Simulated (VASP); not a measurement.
# MgB2 (P-1) in VASP: a series of runs, part 2 of 2

VASP 6.6.1. Earlier steps stand in the parts before.

## 3. Single point, PBE (equal xy, yz and zx shear strains of +2 %)

INCAR

```
SYSTEM = MgB2
PREC = Accurate ; ENCUT = 520
EDIFF = 1E-6 ; ISMEAR = -1
SIGMA = 0.05 ; LREAL = .False.
LASPH = .True. ; NELM = 60
ALGO = Normal ; ISIF = 2
LWAVE = .False. ; LCHARG = .False.
GGA = PE ; NBANDS = 11
```

KPOINTS

```
regular mesh
0
Gamma
  12 12 9
  0 0 0
```

POSCAR

```
MgB2
1.0
    3.0850007055      0.0308500071      0.0308500071
   -1.5157834630      2.6562639782      0.0112918863
    0.0352300000      0.0352300000      3.5230000000
Mg B
1 2
Direct
    0.0000000000      0.0000000000      0.0000000000
    0.3333333333      0.6666666667      0.5000000000
    0.6666666667      0.3333333333      0.5000000000
```

Potentials or basis: VASP PAW PBE potentials, release 64 (Mg, B).

On the command line:

```
cat potpaw_PBE.64/Mg/POTCAR potpaw_PBE.64/B/POTCAR > POTCAR
mpirun -np 1 vasp_std > vasp.out
```

OUTCAR:

```text
SYSTEM = MgB2
   PREC = Accurate
   ENCUT = 520
   EDIFF = 1E-6
   ISMEAR = -1
   LREAL = .False.
   LASPH = .True.
   NELM = 60
   ISIF = 2
   GGA = PE

 ion  position               nearest neighbor table
   1  0.000  0.000  0.000-   2 2.48   3 2.48   3 2.48   2 2.48   3 2.48   2 2.48   2 2.50   3 2.50
                             3 2.53   2 2.53   3 2.55   2 2.55
   2  0.333  0.667  0.500-   3 1.77   3 1.78   3 1.80   1 2.48   1 2.48   1 2.48   1 2.50   1 2.53
                             1 2.55
   3  0.667  0.333  0.500-   2 1.77   2 1.78   2 1.80   1 2.48   1 2.48   1 2.48   1 2.50   1 2.53
                             1 2.55

  LATTYP: Found a triclinic cell.
 ALAT       =     5.3439122746
 B/A-ratio  =     0.5723042227
 C/A-ratio  =     0.6593207563
 COS(alpha) =     0.0074204947
 COS(beta)  =     0.0200959808
 COS(gamma) =     0.8635246262

  Lattice vectors:

 A1 = (   0.0534337795,   5.3433779635,   0.0534337797)
 A2 = (  -1.5157834630,   2.6562639782,   0.0112918863)
 A3 = (   0.0352300000,   0.0352300000,   3.5230000000)

Analysis of symmetry for initial positions (statically):
=====================================================================
 Subroutine PRICEL returns:
 Original cell was already a primitive cell.

 Routine SETGRP: Setting up the symmetry group for a
 triclinic supercell.

 Subroutine GETGRP returns: Found  2 space group operations
 (whereof  2 operations were pure point group operations)
 out of a pool of  2 trial point group operations.

The static configuration has the point symmetry S_2 .

Analysis of symmetry for dynamics (positions and initial velocities):
=====================================================================
 Subroutine PRICEL returns:
 Original cell was already a primitive cell.

 Routine SETGRP: Setting up the symmetry group for a
 triclinic supercell.

 Subroutine GETGRP returns: Found  2 space group operations
 (whereof  2 operations were pure point group operations)
 out of a pool of  2 trial point group operations.

The dynamic configuration has the point symmetry S_2 .

 Subroutine INISYM returns: Found  2 space group operations
 (whereof  2 operations are pure point group operations),
 and found     1 'primitive' translations

----------------------------------------------------------------------------------------

                                     Primitive cell

  volume of cell :      29.0285

  direct lattice vectors                    reciprocal lattice vectors
     3.085000706  0.030850007  0.030850007     0.322359922  0.183974567 -0.005063345
    -1.515783463  2.656263978  0.011291886    -0.003706626  0.374369197 -0.003706626
     0.035230000  0.035230000  3.523000000    -0.002810943 -0.002810943  0.283905211

  length of vectors
     3.085309190  3.058343561  3.523352282     0.371198327  0.374405895  0.283933041

  position of ions in fractional coordinates (direct lattice)
     0.000000000  0.000000000  0.000000000
     0.333333333  0.666666667  0.500000000
     0.666666667  0.333333333  0.500000000

  ion indices of the primitive-cell ions
   primitive index   ion index
                 1           1
                 2           2
                 3           3

----------------------------------------------------------------------------------------

[... 52 lines left out ...]
   number of dos      NEDOS =    301   number of ions     NIONS =      3
   total plane-waves  NPLWV =  16128
   dimension x,y,z NGX =    24 NGY =   24 NGZ =   28
   dimension x,y,z NGXF=    48 NGYF=   48 NGZF=   56
   ions per type =               1   2
   NGX,Y,Z   is equivalent  to a cutoff of  12.93, 13.05, 13.21 a.u.
   NGXF,Y,Z  is equivalent  to a cutoff of  25.86, 26.09, 26.42 a.u.
 SYSTEM =  MgB2
   PREC   = accura    normal or accurate (medium, high low for compatibility)
   ISTART =      0    job   : 0-new  1-cont  2-samecut
   ICHARG =      2    charge: 1-file 2-atom 10-const
   ISPIN  =      1    spin polarized calculation?
   LNONCOLLINEAR =      F non collinear calculations
   LSORBIT =      F    spin-orbit coupling
   LASPH  =      T    aspherical Exc in radial PAW
   ENCUT  =  520.0 eV  38.22 Ry    6.18 a.u.   5.74  5.69  6.55*2*pi/ulx,y,z
   NELM   =     60;   NELMIN=  2; NELMDL= -5     # of ELM steps
   EDIFF  = 0.1E-05   stopping-criterion for ELM
   LREAL  =      F    real-space projection
   EDIFFG = 0.1E-04   stopping-criterion for IOM
   NSW    =      0    number of steps for IOM
   IBRION =     -1    ionic relax: 0-MD 1-quasi-New 2-CG
   NFREE  =      0    steps in history (QN), initial steepest desc. (CG)
   ISIF   =      2    stress and relaxation
   ISYM   =      2    0-nonsym 1-usesym 2-fastsym
   POTIM  = 0.5000    time-step for ionic-motion
   TEBEG  =    0.0;   TEEND  =   0.0 temperature during run
   PSTRESS=    0.0 pullay stress
   NELECT =       8.0000    total number of electrons
   NUPDOWN=      -1.0000    fix difference up-down
   EMIN   =  10.00;   EMAX   =-10.00  energy-range for DOS
   EFERMI =   0.00;   METHOD = LEGACY
   ISMEAR =    -1;   SIGMA  =   0.05  broadening in eV -4-tet -1-fermi 0-gaus
   EFERMI_NEDOS =   21; number of points for ismear=-14 and -15
   IALGO  =     38    algorithm
   IMIX   =      4    mixing-type and parameters
     AMIX     =   0.40;   BMIX     =  1.00
     AMIX_MAG =   1.60;   BMIX_MAG =  1.00
  volume/ion in A,a.u.               =       9.68        65.30
  Fermi-wavevector in a.u.,A,eV,Ry     =   1.065361  2.013240 15.442525  1.134994
  Thomas-Fermi vector in A             =   2.200910
   LORBIT       =      0    0 simple, 1 ext, 2 COOP (PROOUT), +10 PAW based schemes
   GGA     = PE    functional components
   LHFCALC =     F    Hartree Fock is set to
   AEXX    =    0.0000 exact exchange contribution
   IVDW    =     0    specifies the selected vdW correction
   LEPSILON=     F    determine dielectric tensor
   LRPA    =     F    only Hartree local field effects (RPA)
 non-spin polarized calculation
  energy-cutoff  :      520.00
  volume of cell :       29.03
 maximum number of plane-waves:       799
   NGX = 11   NGY = 11   NGZ = 13

 number of electron       8.0000000 magnetization

 Free energy of the ion-electron system (eV)
  ---------------------------------------------------
  ext. energy  EPLUGINS =         0.00000000
  ---------------------------------------------------
  free energy    TOTEN  =       -15.31515497 eV

  energy without entropy =      -15.31042357  energy(sigma->0) =      -15.31278927

 E-fermi :   5.2218     XC(G=0): -10.9133

 val. band max:        5.2171893906   @ k =  -0.0833   0.0000   0.3333
 cond. band min:       5.2236256297   @ k =  -0.0833   0.0833   0.2222
 fundamental gap:      0.0064362391
 Fermi energy:         5.2217892092

 k-point     1 :       0.0000    0.0000    0.0000
  band No.  band energies     occupation
      1      -7.1578      2.00000
      2       2.3271      2.00000
      3       5.5534      0.00263
      4       5.6690      0.00026
      5       6.9267      0.00000
      6      11.3947      0.00000
      7      11.6769      0.00000
      8      13.3911      0.00000
      9      15.1460      0.00000
     10      17.9243      0.00000
     11      21.2260      0.00000
[... 309 lines left out ...]
 k-point    24 :       0.3333    0.1667   -0.0000
  band No.  band energies     occupation
      1      -3.9597      2.00000
      2      -1.1847      2.00000
      3       1.5908      2.00000
      4       5.2623      0.61550
      5       8.7673      0.00000
      6       9.9587      0.00000
      7      11.6552      0.00000
      8      13.2939      0.00000
      9      15.5294      0.00000
     10      17.5018      0.00000
     11      18.2296      0.00000

 [... further k-points ...]

------------------------ aborting loop because EDIFF is reached ----------------------------------------

  FORCE on cell =-STRESS in cart. coord.  units (eV):
  Direction    XX          YY          ZZ          XY          YZ          ZX
  --------------------------------------------------------------------------------------
  -------------------------------------------------------------------------------------
  Total       -0.2321868     -0.2472632     -0.1398545     -0.7091039     -0.2752060     -0.2748663
  in kB      -12.8151528    -13.6472656     -7.7190293    -39.1377731    -15.1895197    -15.1707703
  external PRESSURE =     -11.3938159 kB  Pullay stress =       0.0000000 kB

 VOLUME and BASIS-vectors are now :
 -----------------------------------------------------------------------------
  energy-cutoff  :      520.00
  volume of cell :       29.03
      direct lattice vectors                 reciprocal lattice vectors
     3.085000706  0.030850007  0.030850007     0.322359922  0.183974567 -0.005063345
    -1.515783463  2.656263978  0.011291886    -0.003706626  0.374369197 -0.003706626
     0.035230000  0.035230000  3.523000000    -0.002810943 -0.002810943  0.283905211

 POSITION                                       TOTAL-FORCE (eV/Angst)
 -----------------------------------------------------------------------------------
      0.00000      0.00000      0.00000        -0.000000     -0.000000      0.000000
      0.03543      1.79874      1.77931        -0.039761     -0.002563     -0.004750
      1.56902      0.92360      1.78583         0.039761      0.002563      0.004750
 -----------------------------------------------------------------------------------
    total drift:                                0.000000     -0.000000      0.000000

  FREE ENERGIE OF THE ION-ELECTRON SYSTEM (eV)
  ---------------------------------------------------
  free  energy   TOTEN  =       -15.3151549679 eV

  energy  without entropy=      -15.3104235656  energy(sigma->0) =      -15.31278927
```

OSZICAR:

```text
N       E                     dE             d eps       ncg     rms          rms(c)
DAV:   1     0.431961126590E+01    0.43196E+01   -0.37848E+03 15308   0.610E+02
DAV:   2    -0.164281618539E+02   -0.20748E+02   -0.19509E+02 18104   0.106E+02
DAV:   3    -0.169885482282E+02   -0.56039E+00   -0.55778E+00 18681   0.145E+01
DAV:   4    -0.169899484061E+02   -0.14002E-02   -0.14000E-02 16609   0.783E-01
DAV:   5    -0.169899538395E+02   -0.54334E-05   -0.54336E-05 17853   0.508E-02    0.522E+00
DAV:   6    -0.155608628149E+02    0.14291E+01   -0.17737E+00 16525   0.617E+00    0.251E+00
DAV:   7    -0.153215271416E+02    0.23934E+00   -0.97708E-01 17072   0.456E+00    0.767E-01
DAV:   8    -0.153252142897E+02   -0.36871E-02   -0.11681E-01 16168   0.181E+00    0.409E-01
DAV:   9    -0.153153282732E+02    0.98860E-02   -0.22515E-02 16148   0.688E-01    0.748E-02
DAV:  10    -0.153151622788E+02    0.16599E-03   -0.16806E-03 17702   0.223E-01    0.263E-02
DAV:  11    -0.153151552282E+02    0.70506E-05   -0.72404E-05 16070   0.524E-02    0.326E-03
DAV:  12    -0.153151549679E+02    0.26031E-06   -0.20350E-06 16222   0.772E-03
   1 F= -.15315155E+02 E0= -.15312789E+02  d E =-.473140E-02
```

Run time: 51 s. Hardware: 1 thread of Intel Xeon 6975P-C (Granite Rapids), shared host; peak memory 0.33 GiB.

What came out:

| Quantity | Value |
| --- | --- |
| Free energy | -15.3152 eV |
| Pressure | -1.1 GPa |
| Largest force | 0.040 eV/Å |
| Band gap on the k mesh | zero (bands 4 and 5 overlap by 3.59 eV) |

Forces on the atoms (eV/Å):
```
Mg   0.000  0.000  0.000
B   -0.040 -0.003 -0.005
B    0.040  0.003  0.005
```

Stress tensor (GPa, compression positive):
```
-1.28 -3.91 -1.52
-3.91 -1.36 -1.52
-1.52 -1.52 -0.77
```

Caveat: the cell differs from its parent crystal (equal xy, yz and zx shear strains of +2 %).
